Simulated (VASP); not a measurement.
# SrMg (Pm-3m) in VASP: single point with LDA

Aim: the single point of SrMg with LDA.

Program: VASP 6.6.1. These are calculated values, not measurements. Logs are shortened: lines on timing, memory, paths and dates and some standing lists are left out, and cuts for length are marked.

### Step 1. The cell of the first run

The structure is cubic, space group Pm-3m (No. 221). The conventional cell has a = 4.409 Å, b = 4.409 Å, c = 4.409 Å, α = 90.00°, β = 90.00°, γ = 90.00°. Sr (site symmetry m-3m) has 8 Mg at 3.82 Å and 6 Sr at 4.41 Å within 5.0 Å. Within 5.0 Å of Mg (site symmetry m-3m) lie 8 Sr at 3.82 Å and 6 Mg at 4.41 Å.

### Step 2. Single point, LDA

The input, INCAR:

```
PREC = Accurate
ENCUT = 520
EDIFF = 1E-7
ISMEAR = 0
SIGMA = 0.15
LREAL = F
LASPH = T
NELM = 100
ALGO = Normal
ISIF = 2
LWAVE = F
LCHARG = F
NBANDS = 13
```

The input, KPOINTS:

```
Automatic mesh
0
Gamma
  14 14 14
```

The input, POSCAR:

```
SrMg
1.0
   -1.4697037843      2.9394075687      2.9394075687
    2.9394075687     -1.4697037843      2.9394075687
    2.9394075687      2.9394075687     -1.4697037843
Sr Mg
1 1
Direct
    0.5000000000      0.5000000000      0.5000000000
    0.0000000000      0.0000000000      0.0000000000
```

Potentials or basis: VASP PAW LDA potentials, release 64 (Sr_sv, Mg).

Started as:

```sh
$ cat potpaw_LDA.64/Sr_sv/POTCAR potpaw_LDA.64/Mg/POTCAR > POTCAR
$ mpirun -np 1 vasp_std > vasp.out
```

OUTCAR:

```text
PREC = Accurate
   ENCUT = 520
   EDIFF = 1E-7
   ISMEAR = 0
   LREAL = F
   LASPH = T
   NELM = 100
   ISIF = 2

 ion  position               nearest neighbor table
   1  0.500  0.500  0.500-   2 3.82   2 3.82   2 3.82   2 3.82   2 3.82   2 3.82   2 3.82   2 3.82

   2  0.000  0.000  0.000-   1 3.82   1 3.82   1 3.82   1 3.82   1 3.82   1 3.82   1 3.82   1 3.82

  LATTYP: Found a simple cubic cell.
 ALAT       =     4.4091113530

  Lattice vectors:

 A1 = (  -1.4697037843,   2.9394075687,   2.9394075687)
 A2 = (   2.9394075687,  -1.4697037843,   2.9394075687)
 A3 = (   2.9394075687,   2.9394075687,  -1.4697037843)

Analysis of symmetry for initial positions (statically):
=====================================================================
 Subroutine PRICEL returns:
 Original cell was already a primitive cell.

 Routine SETGRP: Setting up the symmetry group for a
 simple cubic supercell.

 Subroutine GETGRP returns: Found 48 space group operations
 (whereof 48 operations were pure point group operations)
 out of a pool of 48 trial point group operations.

The static configuration has the point symmetry O_h .

Analysis of symmetry for dynamics (positions and initial velocities):
=====================================================================
 Subroutine PRICEL returns:
 Original cell was already a primitive cell.

 Routine SETGRP: Setting up the symmetry group for a
 simple cubic supercell.

 Subroutine GETGRP returns: Found 48 space group operations
 (whereof 48 operations were pure point group operations)
 out of a pool of 48 trial point group operations.

The dynamic configuration has the point symmetry O_h .

 Subroutine INISYM returns: Found 48 space group operations
 (whereof 48 operations are pure point group operations),
 and found     1 'primitive' translations

----------------------------------------------------------------------------------------

                                     Primitive cell

  volume of cell :      85.7143

  direct lattice vectors                    reciprocal lattice vectors
    -1.469703784  2.939407569  2.939407569    -0.075601024  0.151202048  0.151202048
     2.939407569 -1.469703784  2.939407569     0.151202048 -0.075601024  0.151202048
     2.939407569  2.939407569 -1.469703784     0.151202048  0.151202048 -0.075601024

  length of vectors
     4.409111353  4.409111353  4.409111353     0.226803072  0.226803072  0.226803072

  position of ions in fractional coordinates (direct lattice)
     0.500000000  0.500000000  0.500000000
     0.000000000  0.000000000  0.000000000

  ion indices of the primitive-cell ions
   primitive index   ion index
                 1           1
                 2           2

----------------------------------------------------------------------------------------

 KPOINTS: Automatic mesh

Automatic generation of k-mesh.
 Grid dimensions read from file:
 generate k-points for:   14   14   14

 Generating k-lattice:

  Cartesian coordinates                     Fractional coordinates (reciprocal lattice)
    -0.005400073  0.010800146  0.010800146     0.071428571  0.000000000  0.000000000
     0.010800146 -0.005400073  0.010800146     0.000000000  0.071428571  0.000000000
     0.010800146  0.010800146 -0.005400073     0.000000000  0.000000000  0.071428571

  Length of vectors
     0.016200219  0.016200219  0.016200219

  Shift w.r.t. Gamma in fractional coordinates (k-lattice)
     0.000000000  0.000000000  0.000000000

 Subroutine IBZKPT returns following result:
 ===========================================

 Found    120 irreducible k-points:

 Following reciprocal coordinates:
            Coordinates               Weight
  0.000000  0.000000  0.000000      1.000000
  0.071429 -0.000000 -0.000000      6.000000
  0.142857 -0.000000 -0.000000      6.000000
  0.214286 -0.000000 -0.000000      6.000000
  0.285714  0.000000  0.000000      6.000000
  0.357143  0.000000  0.000000      6.000000
[... 16 lines left out ...]
  0.285714  0.214286 -0.000000     24.000000
  0.357143  0.214286 -0.000000     24.000000
 [... further k-points ...]
   k-points           NKPTS =    120   k-points in BZ     NKDIM =    120   number of bands    NBANDS=     13
   number of dos      NEDOS =    301   number of ions     NIONS =      2
   total plane-waves  NPLWV =  46656
   dimension x,y,z NGX =    36 NGY =   36 NGZ =   36
   dimension x,y,z NGXF=    72 NGYF=   72 NGZF=   72
   ions per type =               1   1
   NGX,Y,Z   is equivalent  to a cutoff of  13.57, 13.57, 13.57 a.u.
   NGXF,Y,Z  is equivalent  to a cutoff of  27.15, 27.15, 27.15 a.u.
 SYSTEM =  unknown system
   PREC   = accura    normal or accurate (medium, high low for compatibility)
   ISTART =      0    job   : 0-new  1-cont  2-samecut
   ICHARG =      2    charge: 1-file 2-atom 10-const
   ISPIN  =      1    spin polarized calculation?
   LNONCOLLINEAR =      F non collinear calculations
   LSORBIT =      F    spin-orbit coupling
   LASPH  =      T    aspherical Exc in radial PAW
   ENCUT  =  520.0 eV  38.22 Ry    6.18 a.u.   8.20  8.20  8.20*2*pi/ulx,y,z
   NELM   =    100;   NELMIN=  2; NELMDL= -5     # of ELM steps
   EDIFF  = 0.1E-06   stopping-criterion for ELM
   LREAL  =      F    real-space projection
   EDIFFG = 0.1E-05   stopping-criterion for IOM
   NSW    =      0    number of steps for IOM
   IBRION =     -1    ionic relax: 0-MD 1-quasi-New 2-CG
   NFREE  =      0    steps in history (QN), initial steepest desc. (CG)
   ISIF   =      2    stress and relaxation
   ISYM   =      2    0-nonsym 1-usesym 2-fastsym
   POTIM  = 0.5000    time-step for ionic-motion
   TEBEG  =    0.0;   TEEND  =   0.0 temperature during run
   PSTRESS=    0.0 pullay stress
   NELECT =      12.0000    total number of electrons
   NUPDOWN=      -1.0000    fix difference up-down
   EMIN   =  10.00;   EMAX   =-10.00  energy-range for DOS
   EFERMI =   0.00;   METHOD = LEGACY
   ISMEAR =     0;   SIGMA  =   0.15  broadening in eV -4-tet -1-fermi 0-gaus
   EFERMI_NEDOS =   21; number of points for ismear=-14 and -15
   IALGO  =     38    algorithm
   IMIX   =      4    mixing-type and parameters
     AMIX     =   0.40;   BMIX     =  1.00
     AMIX_MAG =   1.60;   BMIX_MAG =  1.00
  volume/ion in A,a.u.               =      42.86       289.21
  Fermi-wavevector in a.u.,A,eV,Ry     =   0.850062  1.606385  9.831654  0.722606
  Thomas-Fermi vector in A             =   1.965981
   LORBIT       =      0    0 simple, 1 ext, 2 COOP (PROOUT), +10 PAW based schemes
   GGA     = CA    functional components
   LHFCALC =     F    Hartree Fock is set to
   AEXX    =    0.0000 exact exchange contribution
   IVDW    =     0    specifies the selected vdW correction
   LEPSILON=     F    determine dielectric tensor
   LRPA    =     F    only Hartree local field effects (RPA)
 non-spin polarized calculation
 Gauss-broadening in eV      SIGMA  =   0.15
  energy-cutoff  :      520.00
  volume of cell :       85.71
 maximum number of plane-waves:      2330
 NGX is ok and might be reduce to    36
   NGX = 17   NGY = 17   NGZ = 17

 number of electron      12.0000000 magnetization

 Free energy of the ion-electron system (eV)
  ---------------------------------------------------
  ext. energy  EPLUGINS =         0.00000000
  ---------------------------------------------------
  free energy    TOTEN  =        -3.64223066 eV

  energy without entropy =       -3.62083113  energy(sigma->0) =       -3.63153089

 E-fermi :   1.1419     XC(G=0):  -7.6432

 val. band max:        1.1307146757   @ k =   0.5000   0.4286   0.0714
 cond. band min:       1.1422449476   @ k =   0.5000   0.4286  -0.0000
 fundamental gap:      0.0115302718
 Fermi energy:         1.1418766483

 k-point     1 :       0.0000    0.0000    0.0000
  band No.  band energies     occupation
      1     -35.0760      2.00000
      2     -17.1183      2.00000
      3     -17.1183      2.00000
      4     -17.1183      2.00000
      5      -3.2927      2.00000
      6       2.0532      0.00000
      7       2.0532      0.00000
      8       4.3126      0.00000
      9       4.3126      0.00000
     10       4.3126      0.00000
     11       5.0739      0.00000
     12       5.0739      0.00000
     13       5.0739      0.00000

 k-point     2 :       0.0714   -0.0000   -0.0000
  band No.  band energies     occupation
      1     -35.0758      2.00000
      2     -17.1224      2.00000
      3     -17.1180      2.00000
      4     -17.1180      2.00000
      5      -3.2473      2.00000
      6       1.9767      0.00000
      7       2.0788      0.00000
      8       4.1677      0.00000
      9       4.1733      0.00000
     10       4.1733      0.00000
     11       5.0855      0.00000
     12       5.2319      0.00000
     13       5.2319      0.00000

 k-point     3 :       0.1429   -0.0000   -0.0000
  band No.  band energies     occupation
      1     -35.0754      2.00000
      2     -17.1336      2.00000
      3     -17.1170      2.00000
      4     -17.1170      2.00000
      5      -3.1123      2.00000
      6       1.7043      0.00000
      7       2.1536      0.00000
      8       3.9116      0.00000
      9       3.9116      0.00000
     10       4.0181      0.00000
     11       5.1185      0.00000
     12       5.5536      0.00000
     13       5.5536      0.00000
[... 305 lines left out ...]
 k-point    23 :       0.2857    0.2143   -0.0000
  band No.  band energies     occupation
      1     -35.0729      2.00000
      2     -17.1641      2.00000
      3     -17.1447      2.00000
      4     -17.1114      2.00000
      5      -2.2329      2.00000
      6       0.8763      1.98771
      7       1.6732      0.00000
      8       3.0756      0.00000
      9       3.5580      0.00000
     10       4.4753      0.00000
     11       4.9772      0.00000
     12       5.3368      0.00000
     13       7.1895      0.00000

 k-point    24 :       0.3571    0.2143   -0.0000
  band No.  band energies     occupation
      1     -35.0723      2.00000
      2     -17.1798      2.00000
      3     -17.1430      2.00000
      4     -17.1100      2.00000
      5      -1.8916      2.00000
      6       0.2977      2.00000
      7       1.8750      0.00000
      8       2.9720      0.00000
      9       3.4573      0.00000
     10       4.4958      0.00000
     11       5.1748      0.00000
     12       5.5830      0.00000
     13       7.1879      0.00000

 [... further k-points ...]
[... 5 lines left out ...]
  --------------------------------------------------------------------------------------
  -------------------------------------------------------------------------------------
  Total       -1.9946015     -1.9946015     -1.9946015     -0.0000000     -0.0000000     -0.0000000
  in kB      -37.2832290    -37.2832290    -37.2832290     -0.0000000     -0.0000000     -0.0000000
  external PRESSURE =     -37.2832290 kB  Pullay stress =       0.0000000 kB

 VOLUME and BASIS-vectors are now :
 -----------------------------------------------------------------------------
  energy-cutoff  :      520.00
  volume of cell :       85.71
      direct lattice vectors                 reciprocal lattice vectors
    -1.469703784  2.939407569  2.939407569    -0.075601024  0.151202048  0.151202048
     2.939407569 -1.469703784  2.939407569     0.151202048 -0.075601024  0.151202048
     2.939407569  2.939407569 -1.469703784     0.151202048  0.151202048 -0.075601024

 POSITION                                       TOTAL-FORCE (eV/Angst)
 -----------------------------------------------------------------------------------
      2.20456      2.20456      2.20456         0.000000      0.000000     -0.000000
      0.00000      0.00000      0.00000        -0.000000     -0.000000      0.000000
 -----------------------------------------------------------------------------------
    total drift:                                0.000000      0.000000      0.000000

  FREE ENERGIE OF THE ION-ELECTRON SYSTEM (eV)
  ---------------------------------------------------
  free  energy   TOTEN  =        -3.6422306582 eV

  energy  without entropy=       -3.6208311260  energy(sigma->0) =       -3.63153089
```

Run time: 35 s. Hardware: 1 thread of Intel Xeon 6975P-C (Granite Rapids), shared host; peak memory 0.28 GiB.

What came out:

```yaml
Free_energy: -3.6422 eV
Pressure: -3.7 GPa
Band_gap_on_the_k_mesh: zero (band 6 reaches 2.05 eV, above the bottom of band 7 at 0.80 eV)
```

Levels at points of the mesh, in eV from the Fermi level:
```csv
k point,band 3,band 4,band 5,band 6,band 7,band 8,band 9,band 10
"(0.00, 0.00, 0.00)",-18.26,-18.26,-4.43,0.91,0.91,3.17,3.17,3.17
"(0.50, 0.00, 0.00)",-18.25,-18.25,-2.62,-2.09,1.59,1.97,1.97,4.19
"(0.50, 0.50, 0.00)",-18.33,-18.25,-2.02,-0.09,-0.09,0.19,2.76,2.76
"(0.50, 0.50, 0.50)",-18.32,-18.32,-0.34,-0.34,-0.34,0.05,2.64,2.64
```
